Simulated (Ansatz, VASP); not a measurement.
## Al2Pt: VASP beside Ansatz

The input INCAR:

```
SYSTEM = Al2Pt
  ALGO = Fast
  EDIFF = 1E-6
  EDIFFG = -0.01
  ENCUT = 600
  GGA = PE
  IBRION = 2
  ISIF = 3
  ISMEAR = 0
  LASPH = .True.
  LCHARG = .False.
  LREAL = .False.
  LWAVE = .False.
  NELM = 60
  NSW = 100
  PREC = Accurate
  SIGMA = 0.1
```

File KPOINTS:

```
k-points
0
Gamma
  16 16 8
  0 0 0
```

The input POSCAR:

```
Al2Pt
1.0
    2.8999899828      0.0000000000      0.0000000000
    0.0000000000      2.8999899828      0.0000000000
    0.0000000000      0.0000000000      5.9795210951
Al Pt
2 1
Direct
    0.0000000000      0.0000000000      0.7391590835
    0.5000000000      0.5000000000      0.0689790454
    0.5000000000      0.5000000000      0.4832631461
```

Input for Ansatz:

```yaml
crystal:
  lattice:
    - [2.8999899828, 0.0, 0.0]
    - [0.0, 2.8999899828, 0.0]
    - [0.0, 0.0, 5.9795210951]
  atoms:
    - { symbol: Al, position: [0.0, 0.0, 0.7391590835] }
    - { symbol: Al, position: [0.5, 0.5, 0.0689790454] }
    - { symbol: Pt, position: [0.5, 0.5, 0.4832631461] }
basis:
  ecutwfc: 420
kpoints:
  mp_grid: { grid: [16, 16, 8] }
hamiltonian:
  xc: pbe
scf:
  occupations: { method: gaussian, width: 0.1 }
output:
  forces: true
  stress: true
  eigenvalues: true
  write_density: true
  write_potential: true
  elf: true
  volumetric_format: npy
relax:
  adjacent_minimum: "off"
  f_tol: 0.01
  max_steps: 80
  cell: { stress_tol: 0.05 }
```

Alike in both runs: task relaxation of cell and atoms; functional PBE; k mesh 16 × 16 × 8; occupations gaussian, width 0.1 eV; no spin polarisation.

|  | VASP | Ansatz |
| --- | --- | --- |
| version | VASP 6.6.1 | Ansatz 0.2.0 |
| potentials or method | VASP PAW PBE potentials, release 64 (Al, Pt), cutoff 600 eV | scalar-relativistic, plane waves, PAW |
| valence electrons in the cell | 16 | 24 |

Ansatz gave:

| Item | Value |
| --- | --- |
| gap on the k mesh at the Fermi level, each at its own relaxed structure (eV) | none |
| relaxed volume (Å³/atom) | 16.75 |
| relaxed cell length with the largest relative difference (Å) | 2.888 |

**Question.** Which values does VASP return?

**Answer.** gap on the k mesh at the Fermi level, each at its own relaxed structure (eV): none; relaxed volume (Å³/atom): 16.74; relaxed cell length with the largest relative difference (Å): 2.887.

A gap of «none» marks a metal or a gap that the smearing closes. VASP's potentials hold 16 valence electrons a cell and Ansatz's 24, so a difference there can come from the potentials and not from the codes.

Neither program's run includes spin-orbit coupling.
